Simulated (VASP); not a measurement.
# NbAs (I4_1md) in VASP: settings compared

NbAs is run at these levels: PBEsol, PBE, LDA, r2SCAN; tasks: single point.

All numbers are computed with VASP 6.6.1; they aren't measurements. Logs are shortened: lines on timing, memory, paths and dates and some standing lists are left out, and cuts for length are marked.

## Step 1: The cell of the first run

It takes space group I4_1md (No. 109, tetragonal). Conventional cell: a = 3.429 Å, b = 3.429 Å, c = 11.602 Å, α = 90.00°, β = 90.00°, γ = 90.00°. Nb (site symmetry 2mm) has 6 As at 2.58 to 2.61 Å and 4 Nb at 3.37 Å within 3.4 Å. As (site symmetry 2mm) has 6 Nb at 2.58 to 2.61 Å and 4 As at 3.37 Å within 3.4 Å.

## Step 2: Single point, PBEsol (volume scaled by 0.98)

File INCAR:

```
SYSTEM = NbAs
PREC = Accurate
ENCUT = 520
EDIFF = 1E-7
ISMEAR = -1
SIGMA = 0.05
LREAL = .False.
LASPH = .True.
NELM = 80
ALGO = Normal
ISIF = 2
LWAVE = .False.
LCHARG = .True.
GGA = PS
LELF = .True.
LVHAR = .True.
NBANDS = 26
```

File KPOINTS:

```
Automatic mesh
0
Gamma
  11 11 11
  0 0 0
```

File POSCAR:

```
NbAs
1.0
   -1.7142667651      1.7142667651      5.8008041881
    1.7142667651     -1.7142667651      5.8008041881
    1.7142667651      1.7142667651     -5.8008041881
Nb As
2 2
Direct
    0.5000000000      0.0000000000      0.5000000000
    0.7500000000      0.7500000000      0.0000000000
    0.9160000000      0.4160000000      0.5000000000
    0.1660000000      0.1660000000      0.0000000000
```

Potentials or basis: VASP PAW PBE potentials, release 64 (Nb_sv, As).

On the command line:

```sh
$ cat potpaw_PBE.64/Nb_sv/POTCAR potpaw_PBE.64/As/POTCAR > POTCAR
$ mpirun -np 1 vasp_std > vasp.out
```

OUTCAR:

```text
SYSTEM = NbAs
   PREC = Accurate
   ENCUT = 520
   EDIFF = 1E-7
   ISMEAR = -1
   LREAL = .False.
   LASPH = .True.
   NELM = 80
   ISIF = 2
   GGA = PS

 ion  position               nearest neighbor table
   1  0.500  0.000  0.500-   4 2.58   4 2.58   3 2.61   3 2.61   3 2.61   3 2.61
   2  0.750  0.750  0.000-   3 2.58   3 2.58   4 2.61   4 2.61   4 2.61   4 2.61
   3  0.916  0.416  0.500-   2 2.58   2 2.58   1 2.61   1 2.61   1 2.61   1 2.61
   4  0.166  0.166  0.000-   1 2.58   1 2.58   2 2.61   2 2.61   2 2.61   2 2.61

  LATTYP: Found a body centered tetragonal cell.
 ALAT       =     3.4285335302
 C/A-ratio  =     3.3838398470

  Lattice vectors:

 A1 = (  -1.7142667651,   1.7142667651,   5.8008041881)
 A2 = (   1.7142667651,  -1.7142667651,   5.8008041881)
 A3 = (   1.7142667651,   1.7142667651,  -5.8008041881)

Analysis of symmetry for initial positions (statically):
=====================================================================
 Subroutine PRICEL returns:
 Original cell was already a primitive cell.

 Routine SETGRP: Setting up the symmetry group for a
 body centered tetragonal supercell.

 Subroutine GETGRP returns: Found  8 space group operations
 (whereof  4 operations were pure point group operations)
 out of a pool of 16 trial point group operations.

The static configuration has the point symmetry C_2v.
 The point group associated with its full space group is C_4v.

Analysis of symmetry for dynamics (positions and initial velocities):
=====================================================================
 Subroutine PRICEL returns:
 Original cell was already a primitive cell.

 Routine SETGRP: Setting up the symmetry group for a
 body centered tetragonal supercell.

 Subroutine GETGRP returns: Found  8 space group operations
 (whereof  4 operations were pure point group operations)
 out of a pool of 16 trial point group operations.

The dynamic configuration has the point symmetry C_2v.
 The point group associated with its full space group is C_4v.

 Subroutine INISYM returns: Found  8 space group operations
 (whereof  4 operations are pure point group operations),
 and found     1 'primitive' translations

----------------------------------------------------------------------------------------

                                     Primitive cell

  volume of cell :      68.1875

  direct lattice vectors                    reciprocal lattice vectors
[... 85 lines left out ...]
   ISPIN  =      1    spin polarized calculation?
   LNONCOLLINEAR =      F non collinear calculations
   LSORBIT =      F    spin-orbit coupling
   LASPH  =      T    aspherical Exc in radial PAW
   ENCUT  =  520.0 eV  38.22 Ry    6.18 a.u.  11.69 11.69 11.69*2*pi/ulx,y,z
   NELM   =     80;   NELMIN=  2; NELMDL= -5     # of ELM steps
   EDIFF  = 0.1E-06   stopping-criterion for ELM
   LREAL  =      F    real-space projection
   EDIFFG = 0.1E-05   stopping-criterion for IOM
   NSW    =      0    number of steps for IOM
   IBRION =     -1    ionic relax: 0-MD 1-quasi-New 2-CG
   NFREE  =      0    steps in history (QN), initial steepest desc. (CG)
   ISIF   =      2    stress and relaxation
   ISYM   =      2    0-nonsym 1-usesym 2-fastsym
   POTIM  = 0.5000    time-step for ionic-motion
   TEBEG  =    0.0;   TEEND  =   0.0 temperature during run
   PSTRESS=    0.0 pullay stress
   NELECT =      36.0000    total number of electrons
   NUPDOWN=      -1.0000    fix difference up-down
   EMIN   =  10.00;   EMAX   =-10.00  energy-range for DOS
   EFERMI =   0.00;   METHOD = LEGACY
   ISMEAR =    -1;   SIGMA  =   0.05  broadening in eV -4-tet -1-fermi 0-gaus
   EFERMI_NEDOS =   21; number of points for ismear=-14 and -15
   IALGO  =     38    algorithm
   IMIX   =      4    mixing-type and parameters
     AMIX     =   0.40;   BMIX     =  1.00
     AMIX_MAG =   1.60;   BMIX_MAG =  1.00
  volume/ion in A,a.u.               =      17.05       115.04
  Fermi-wavevector in a.u.,A,eV,Ry     =   1.323145  2.500381 23.819880  1.750712
  Thomas-Fermi vector in A             =   2.452774
   LORBIT       =      0    0 simple, 1 ext, 2 COOP (PROOUT), +10 PAW based schemes
   GGA     = PS    functional components
   LHFCALC =     F    Hartree Fock is set to
   AEXX    =    0.0000 exact exchange contribution
   IVDW    =     0    specifies the selected vdW correction
   LEPSILON=     F    determine dielectric tensor
   LRPA    =     F    only Hartree local field effects (RPA)
 non-spin polarized calculation
  energy-cutoff  :      520.00
  volume of cell :       68.19
 maximum number of plane-waves:      1852
   NGX = 23   NGY = 23   NGZ = 23

 number of electron      35.9999999 magnetization

 Free energy of the ion-electron system (eV)
  ---------------------------------------------------
  ext. energy  EPLUGINS =         0.00000000
  ---------------------------------------------------
  free energy    TOTEN  =       -35.11285606 eV

  energy without entropy =      -35.10680536  energy(sigma->0) =      -35.10983071

 E-fermi :   9.7650     XC(G=0): -12.0615

 val. band max:        9.7346323531   @ k =  -0.0909   0.4545   0.0909
 cond. band min:       9.7654864621   @ k =  -0.1818  -0.4545   0.1818
 fundamental gap:      0.0308541090
 Fermi energy:         9.7649566637

 k-point     1 :       0.0000    0.0000    0.0000
  band No.  band energies     occupation
      1     -45.2112      2.00000
      2     -45.1794      2.00000
      3     -21.4867      2.00000
      4     -21.3567      2.00000
      5     -21.3567      2.00000
      6     -21.1896      2.00000
[... 685 lines left out ...]
     25      13.6589      0.00000
     26      15.1563      0.00000

 [... further k-points ...]
[... 5 lines left out ...]
  --------------------------------------------------------------------------------------
  -------------------------------------------------------------------------------------
  Total        0.5178475      0.5178475      0.7584773      0.0000000      0.0000000      0.0000000
  in kB       12.1676705     12.1676705     17.8216600      0.0000000      0.0000000      0.0000000
  external PRESSURE =      14.0523336 kB  Pullay stress =       0.0000000 kB

 VOLUME and BASIS-vectors are now :
 -----------------------------------------------------------------------------
  energy-cutoff  :      520.00
  volume of cell :       68.19
      direct lattice vectors                 reciprocal lattice vectors
    -1.714266765  1.714266765  5.800804188     0.000000000  0.291669891  0.086194945
     1.714266765 -1.714266765  5.800804188     0.291669891  0.000000000  0.086194945
     1.714266765  1.714266765 -5.800804188     0.291669891  0.291669891  0.000000000

 POSITION                                       TOTAL-FORCE (eV/Angst)
 -----------------------------------------------------------------------------------
      0.00000      1.71427      0.00000        -0.000000      0.000000     -0.316181
      0.00000      0.00000      8.70121         0.000000     -0.000000     -0.316181
     -0.00000      1.71427      4.82627        -0.000000     -0.000000      0.316181
      0.00000      0.00000      1.92587        -0.000000     -0.000000      0.316181
 -----------------------------------------------------------------------------------
    total drift:                               -0.000000     -0.000000     -0.000082

  FREE ENERGIE OF THE ION-ELECTRON SYSTEM (eV)
  ---------------------------------------------------
  free  energy   TOTEN  =       -35.1128560632 eV

  energy  without entropy=      -35.1068053593  energy(sigma->0) =      -35.10983071
```

OSZICAR:

```text
N       E                     dE             d eps       ncg     rms          rms(c)
DAV:   1     0.352038338890E+03    0.35204E+03   -0.18896E+04  6552   0.137E+03
DAV:   2    -0.729805571547E+01   -0.35934E+03   -0.34948E+03  7846   0.500E+02
DAV:   3    -0.351592851374E+02   -0.27861E+02   -0.27408E+02 11848   0.105E+02
DAV:   4    -0.370759158027E+02   -0.19166E+01   -0.19051E+01  9944   0.221E+01
DAV:   5    -0.371286947551E+02   -0.52779E-01   -0.52731E-01 11082   0.399E+00    0.116E+01
DAV:   6    -0.351444616782E+02    0.19842E+01   -0.64629E+00 10030   0.181E+01    0.333E+00
DAV:   7    -0.351264764730E+02    0.17985E-01   -0.44002E-01  9588   0.371E+00    0.201E+00
DAV:   8    -0.351126389836E+02    0.13837E-01   -0.65731E-02 10012   0.156E+00    0.384E-01
DAV:   9    -0.351127674626E+02   -0.12848E-03   -0.44994E-03 10318   0.453E-01    0.228E-01
DAV:  10    -0.351128722595E+02   -0.10480E-03   -0.10969E-03  8408   0.296E-01    0.316E-02
DAV:  11    -0.351128593147E+02    0.12945E-04   -0.61091E-05 10292   0.607E-02    0.148E-02
DAV:  12    -0.351128567133E+02    0.26014E-05   -0.40860E-06 10000   0.209E-02    0.429E-03
DAV:  13    -0.351128563968E+02    0.31649E-06   -0.11046E-07  6540   0.324E-03    0.183E-03
DAV:  14    -0.351128560650E+02    0.33180E-06   -0.12093E-07  4878   0.421E-03    0.450E-04
DAV:  15    -0.351128560632E+02    0.18613E-08   -0.26079E-08  4222   0.163E-03
   1 F= -.35112856E+02 E0= -.35109831E+02  d E =-.605070E-02
```

Run time: 7.1 min. Hardware: 1 thread of Intel Xeon Platinum 8559C (Emerald Rapids), shared host; peak memory 0.45 GiB.

What came out:

```
Free energy   : -35.1129 eV
Pressure      : 1.4 GPa
Largest force : 0.316 eV/Å
```

Forces in eV/Å, atoms in the order of the input:
```
Nb   0.000  0.000 -0.316
Nb   0.000  0.000 -0.316
As   0.000  0.000  0.316
As   0.000  0.000  0.316
```

Caveat: the cell differs from its parent crystal (volume scaled by 0.98); the PAW data sets were made with another functional, which shifts forces and pressure a little.

## Step 3: Single point, PBE

This run uses another cell than the first one, of 17.39 Å³/atom, 1.020 times its volume.

File INCAR:

```
SYSTEM = NbAs
ALGO     = Normal         ! electronic algorithm
EDIFF    = 1E-6           ! SCF threshold, eV
ENCUT    = 520            ! plane-wave cutoff, eV
GGA      = PE             ! functional
ISIF     = 2              ! what is computed and relaxed
ISMEAR   = -1             ! smearing method
LASPH    = .TRUE.         ! aspherical terms in the spheres
LCHARG   = .FALSE.        ! write CHGCAR
LREAL    = .FALSE.        ! projectors in reciprocal space
LWAVE    = .FALSE.        ! write WAVECAR
NBANDS   = 26             ! bands
NELM     = 80             ! most SCF steps
PREC     = Accurate       ! precision mode
SIGMA    = 0.05           ! smearing width, eV
```

File KPOINTS:

```
k-points
0
G
  11 11 11
  0 0 0
```

File POSCAR:

```
NbAs
1.0
   -1.7258500000      1.7258500000      5.8400000000
    1.7258500000     -1.7258500000      5.8400000000
    1.7258500000      1.7258500000     -5.8400000000
Nb As
2 2
Direct
    0.5000000000      0.0000000000      0.5000000000
    0.7500000000      0.7500000000      0.0000000000
    0.9160000000      0.4160000000      0.5000000000
    0.1660000000      0.1660000000      0.0000000000
```

Potentials or basis: VASP PAW PBE potentials, release 64 (Nb_sv, As).

On the command line:

```sh
$ cat potpaw_PBE.64/Nb_sv/POTCAR potpaw_PBE.64/As/POTCAR > POTCAR
$ mpirun -np 1 vasp_std > vasp.out
```

Wall time 6.1 min (1 thread of Intel Xeon Platinum 8559C (Emerald Rapids), shared host); peak memory 0.44 GiB.

Results (log left out):

```
Free energy   : -32.5102 eV
Pressure      : 3.3 GPa
Largest force : 0.299 eV/Å
```

Forces in eV/Å, atoms in the order of the input:
```
Nb   0.000  0.000 -0.299
Nb   0.000  0.000 -0.299
As   0.000  0.000  0.299
As   0.000  0.000  0.299
```

Stress tensor (GPa, compression positive):
```
3.08 0.00 0.00
0.00 3.08 0.00
0.00 0.00 3.74
```

Levels at points of the mesh, in eV from the Fermi level:
```tsv
k point	band 14	band 15	band 16	band 17	band 18	band 19	band 20	band 21	band 22	band 23
(0.00, 0.00, 0.00)	-2.25	-2.03	-1.67	-1.38	-1.38	0.72	1.30	2.41	3.01	3.01
```

## Step 4: Single point, LDA

This run uses another cell than the first one, of 17.39 Å³/atom, 1.020 times its volume.

File INCAR:

```
SYSTEM = NbAs
PREC = Accurate
ENCUT = 520
EDIFF = 1E-7
ISMEAR = -1
SIGMA = 0.05
LREAL = .False.
LASPH = .True.
NELM = 100
ALGO = Normal
ISIF = 2
LWAVE = .False.
LCHARG = .True.
LELF = .True.
LVHAR = .True.
NBANDS = 26
```

File KPOINTS:

```
Automatic mesh
0
Gamma
  11 11 11
  0 0 0
```

POSCAR is that of step 3.

Potentials or basis: VASP PAW LDA potentials, release 64 (Nb_sv, As).

On the command line:

```sh
$ cat potpaw_LDA.64/Nb_sv/POTCAR potpaw_LDA.64/As/POTCAR > POTCAR
$ mpirun -np 1 vasp_std > vasp.out
```

OUTCAR:

```text
SYSTEM = NbAs
   PREC = Accurate
   ENCUT = 520
   EDIFF = 1E-7
   ISMEAR = -1
   LREAL = .False.
   LASPH = .True.
   NELM = 100
   ISIF = 2

 ion  position               nearest neighbor table
   1  0.500  0.000  0.500-   4 2.60   4 2.60   3 2.63   3 2.63   3 2.63   3 2.63
   2  0.750  0.750  0.000-   3 2.60   3 2.60   4 2.63   4 2.63   4 2.63   4 2.63
   3  0.916  0.416  0.500-   2 2.60   2 2.60   1 2.63   1 2.63   1 2.63   1 2.63
   4  0.166  0.166  0.000-   1 2.60   1 2.60   2 2.63   2 2.63   2 2.63   2 2.63

  LATTYP: Found a body centered tetragonal cell.
 ALAT       =     3.4517000000
 C/A-ratio  =     3.3838398470

  Lattice vectors:

 A1 = (  -1.7258500000,   1.7258500000,   5.8400000000)
 A2 = (   1.7258500000,  -1.7258500000,   5.8400000000)
 A3 = (   1.7258500000,   1.7258500000,  -5.8400000000)

Analysis of symmetry for initial positions (statically):
=====================================================================
 Subroutine PRICEL returns:
 Original cell was already a primitive cell.

 Routine SETGRP: Setting up the symmetry group for a
 body centered tetragonal supercell.

 Subroutine GETGRP returns: Found  8 space group operations
 (whereof  4 operations were pure point group operations)
 out of a pool of 16 trial point group operations.

The static configuration has the point symmetry C_2v.
 The point group associated with its full space group is C_4v.

Analysis of symmetry for dynamics (positions and initial velocities):
=====================================================================
 Subroutine PRICEL returns:
 Original cell was already a primitive cell.

 Routine SETGRP: Setting up the symmetry group for a
 body centered tetragonal supercell.

 Subroutine GETGRP returns: Found  8 space group operations
 (whereof  4 operations were pure point group operations)
 out of a pool of 16 trial point group operations.

The dynamic configuration has the point symmetry C_2v.
[... 115 lines left out ...]
   NELECT =      36.0000    total number of electrons
   NUPDOWN=      -1.0000    fix difference up-down
   EMIN   =  10.00;   EMAX   =-10.00  energy-range for DOS
   EFERMI =   0.00;   METHOD = LEGACY
   ISMEAR =    -1;   SIGMA  =   0.05  broadening in eV -4-tet -1-fermi 0-gaus
   EFERMI_NEDOS =   21; number of points for ismear=-14 and -15
   IALGO  =     38    algorithm
   IMIX   =      4    mixing-type and parameters
     AMIX     =   0.40;   BMIX     =  1.00
     AMIX_MAG =   1.60;   BMIX_MAG =  1.00
  volume/ion in A,a.u.               =      17.39       117.39
  Fermi-wavevector in a.u.,A,eV,Ry     =   1.314264  2.483599 23.501213  1.727290
  Thomas-Fermi vector in A             =   2.444529
   LORBIT       =      0    0 simple, 1 ext, 2 COOP (PROOUT), +10 PAW based schemes
   GGA     = CA    functional components
   LHFCALC =     F    Hartree Fock is set to
   AEXX    =    0.0000 exact exchange contribution
   IVDW    =     0    specifies the selected vdW correction
   LEPSILON=     F    determine dielectric tensor
   LRPA    =     F    only Hartree local field effects (RPA)
 non-spin polarized calculation
  energy-cutoff  :      520.00
  volume of cell :       69.58
 maximum number of plane-waves:      1896
   NGX = 23   NGY = 23   NGZ = 23

 number of electron      35.9999999 magnetization

 Free energy of the ion-electron system (eV)
  ---------------------------------------------------
  ext. energy  EPLUGINS =         0.00000000
  ---------------------------------------------------
  free energy    TOTEN  =       -36.33653742 eV

  energy without entropy =      -36.33034607  energy(sigma->0) =      -36.33344174

 E-fermi :   9.5587     XC(G=0): -12.0174

 val. band max:        9.5337580114   @ k =  -0.0909   0.4545   0.0909
 cond. band min:       9.5654136492   @ k =  -0.1818  -0.4545   0.1818
 fundamental gap:      0.0316556378
 Fermi energy:         9.5587471000

 k-point     1 :       0.0000    0.0000    0.0000
  band No.  band energies     occupation
      1     -45.2431      2.00000
      2     -45.2138      2.00000
      3     -21.6319      2.00000
      4     -21.5224      2.00000
      5     -21.5224      2.00000
      6     -21.3581      2.00000
[... 685 lines left out ...]
     25      13.3122      0.00000
     26      14.7858      0.00000

 [... further k-points ...]
[... 5 lines left out ...]
  --------------------------------------------------------------------------------------
  -------------------------------------------------------------------------------------
  Total       -2.4798354     -2.4798354     -1.8465559      0.0000000      0.0000000      0.0000000
  in kB      -57.1024181    -57.1024181    -42.5200837      0.0000000      0.0000000      0.0000000
  external PRESSURE =     -52.2416400 kB  Pullay stress =       0.0000000 kB

 VOLUME and BASIS-vectors are now :
 -----------------------------------------------------------------------------
  energy-cutoff  :      520.00
  volume of cell :       69.58
      direct lattice vectors                 reciprocal lattice vectors
    -1.725850000  1.725850000  5.840000000     0.000000000  0.289712316  0.085616438
     1.725850000 -1.725850000  5.840000000     0.289712316  0.000000000  0.085616438
     1.725850000  1.725850000 -5.840000000     0.289712316  0.289712316  0.000000000

 POSITION                                       TOTAL-FORCE (eV/Angst)
 -----------------------------------------------------------------------------------
      0.00000      1.72585      0.00000        -0.000000     -0.000000     -0.278630
      0.00000      0.00000      8.76000         0.000000      0.000000     -0.278630
      0.00000      1.72585      4.85888        -0.000000      0.000000      0.278630
      0.00000      0.00000      1.93888         0.000000     -0.000000      0.278630
 -----------------------------------------------------------------------------------
    total drift:                               -0.000000     -0.000000      0.000202

  FREE ENERGIE OF THE ION-ELECTRON SYSTEM (eV)
  ---------------------------------------------------
  free  energy   TOTEN  =       -36.3365374168 eV

  energy  without entropy=      -36.3303460697  energy(sigma->0) =      -36.33344174
```

stdout:

```text
POSCAR found type information on POSCAR NbAs
 POSCAR found :  2 types and       4 ions
 scaLAPACK will be used
 LDA part: xc-table for (Slater(with rela. corr.)+CA(PZ))
 , standard interpolation
 POSCAR, INCAR and KPOINTS ok, starting setup
 FFT: planning ... GRIDC
 FFT: planning ... GRID_SOFT
 FFT: planning ... GRID
 WAVECAR not read
 entering main loop
```

It took 6.4 min on 1 thread of Intel Xeon Platinum 8559C (Emerald Rapids), shared host; peak memory 0.39 GiB.

Results:

```yaml
Free_energy: -36.3365 eV
Pressure: -5.2 GPa
Largest_force: 0.279 eV/Å
```

Forces on the atoms (eV/Å):
```
Nb   0.000  0.000 -0.279
Nb   0.000  0.000 -0.279
As   0.000  0.000  0.279
As   0.000  0.000  0.279
```

Stress tensor (GPa, compression positive):
```
-5.71  0.00  0.00
 0.00 -5.71  0.00
 0.00  0.00 -4.25
```

(Continued in part 2 of 3.)
